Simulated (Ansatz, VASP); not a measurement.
## Two plane-wave programs on RbGa3Te2

The input INCAR:

```
PREC     = Accurate       # precision mode
ENCUT    = 520            # plane-wave cutoff, eV
EDIFF    = 1E-6           # SCF threshold, eV
ISMEAR   = 0              # smearing method
SIGMA    = 0.1            # smearing width, eV
LREAL    = F              # projectors in reciprocal space
LASPH    = T              # aspherical terms in the spheres
NELM     = 60             # most SCF steps
ALGO     = Fast           # electronic algorithm
ISIF     = 2              # what is computed and relaxed
LWAVE    = F              # write WAVECAR
LCHARG   = F              # write CHGCAR
GGA      = PE             # functional
NBANDS   = 39             # bands
```

The input KPOINTS:

```
Automatic mesh
0
Gamma
  3 3 4
```

POSCAR

```
RbGa3Te2
1.0
    6.5956786100      0.0000000000      0.0000000000
   -3.2978393100      5.7120252300      0.0000000000
    0.0000000000      0.0000000000      3.9426116900
Rb Ga Te
1 3 2
Direct
    0.0000000000      0.0000000000      0.0000000000
    0.5000000000      0.0000000000      0.5000000000
    0.0000000000      0.5000000000      0.5000000000
    0.5000000000      0.5000000000      0.5000000000
    0.6666666700      0.3333333300      0.0000000000
    0.3333333300      0.6666666700      0.0000000000
```

Input for Ansatz:

```yaml
crystal:
  lattice:
    - [6.59567861, 0.0, 0.0]
    - [-3.29783931, 5.71202523, 0.0]
    - [0.0, 0.0, 3.94261169]
  atoms:
    - { symbol: Rb, position: [0.0, 0.0, 0.0] }
    - { symbol: Ga, position: [0.5, 0.0, 0.5] }
    - { symbol: Ga, position: [0.0, 0.5, 0.5] }
    - { symbol: Ga, position: [0.5, 0.5, 0.5] }
    - { symbol: Te, position: [0.66666667, 0.33333333, 0.0] }
    - { symbol: Te, position: [0.33333333, 0.66666667, 0.0] }
basis:
  ecutwfc: 420
kpoints:
  mp_grid: { grid: [3, 3, 4] }
hamiltonian:
  xc: pbe
scf:
  occupations: { method: gaussian, width: 0.1 }
  lower_state_search: "off"
output:
  forces: true
  stress: true
  eigenvalues: true
```

Change from the starting cell: species swapped into the HoCo3B2 type (P6/mmm, No. 191).

Alike in both runs: task single point; functional PBE; k mesh 3 × 3 × 4; occupations gaussian, width 0.1 eV; no spin polarisation.

|  | VASP | Ansatz |
| --- | --- | --- |
| version | VASP 6.6.1 | Ansatz 0.2.0 |
| potentials or method | VASP PAW PBE potentials, release 64 (Rb_sv, Ga_d, Te), cutoff 520 eV | scalar-relativistic, plane waves, PAW |
| valence electrons in the cell | 60 | 80 |

Ansatz gave:

* gap on the k mesh at the Fermi level (eV): none
* pressure (GPa): 11.8
* traceless stress, the component that is largest in VASP (GPa): 5.54

What did VASP give for the same quantities?

gap on the k mesh at the Fermi level (eV): none; pressure (GPa): 11.9; traceless stress, the component that is largest in VASP (GPa): 5.58.

A gap of «none» marks a metal or a gap that the smearing closes. VASP's potentials hold 60 valence electrons a cell and Ansatz's 80, so a difference there can come from the potentials and not from the codes.

The k mesh is coarse, so the values compare programs but aren't converged. Neither program's run includes spin-orbit coupling.
